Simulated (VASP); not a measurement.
Set up this calculation in VASP 6.6.1, as the native input.

```
Task                   : single point
Functional             : PBE
Potentials or basis    : VASP PAW PBE potentials, release 64 (Co, O)
Cutoff                 : 600 eV
k mesh                 : 6 × 4 × 6
Occupations            : gaussian, width 0.1 eV
Spin                   : collinear spin, ferromagnetic start
Starting moments       : [3.0, 3.0, 3.0, 3.0, 0.0, 0.0] μB
Dipole correction      : no
Further INCAR settings : ALGO = Normal; EDIFF = 1e-06; NBANDS = 37
```

The structure of Co2O lies in POSCAR:

```
Co2O
1.0
    3.7845757809      0.0000000000      0.0000000000
    0.0000000000      4.6190455342      0.0000000000
    0.0000000000      0.0000000000      2.8835187474
Co O
4 2
Direct
    0.2004000000      0.3787000000      0.0000000000
    0.7996000000      0.6213000000      0.0000000000
    0.7004000000      0.1213000000      0.5000000000
    0.2996000000      0.8787000000      0.5000000000
    0.0000000000      0.0000000000      0.0000000000
    0.5000000000      0.5000000000      0.5000000000
```

One way to write it, as run:

INCAR

```
  PREC = Accurate
  ENCUT = 600
  EDIFF = 1E-6
  ISMEAR = 0
  SIGMA = 0.1
  LREAL = False
  LASPH = True
  NELM = 200
  ALGO = Normal
  ISIF = 2
  LWAVE = False
  LCHARG = True
  ISPIN = 2
  MAGMOM = 3 3 3 3 0 0
  LORBIT = 11
  LMAXMIX = 4
  GGA = PE
  LELF = True
  LVHAR = True
  NBANDS = 37
  GGA_COMPAT = False
```

KPOINTS

```
regular mesh
0
Gamma
  6 4 6
```

Potentials or basis: VASP PAW PBE potentials, release 64 (Co, O).

Run with:

```bash
$ cat potpaw_PBE.64/Co/POTCAR potpaw_PBE.64/O/POTCAR > POTCAR
$ mpirun -np 1 vasp_std > vasp.out
```

It gave:

```
Pressure                                              : 75.2 GPa
Largest force                                         : 5.111 eV/Å
Net moment                                            : 7.88 μB per cell
Site moments                                          : Co +1.83; O +0.24 μB
Valence electrons inside the program's atomic spheres : Co 8.62; O 5.09
```

Caveat: the k points lie up to 0.36 Å⁻¹ apart; forces of over 1 eV/Å act on the atoms, so gaps and moduli don't describe the material at rest.

Run time: 4.8 min on 1 thread of AMD EPYC 7R13, with other jobs on the host, peak memory 0.27 GiB.
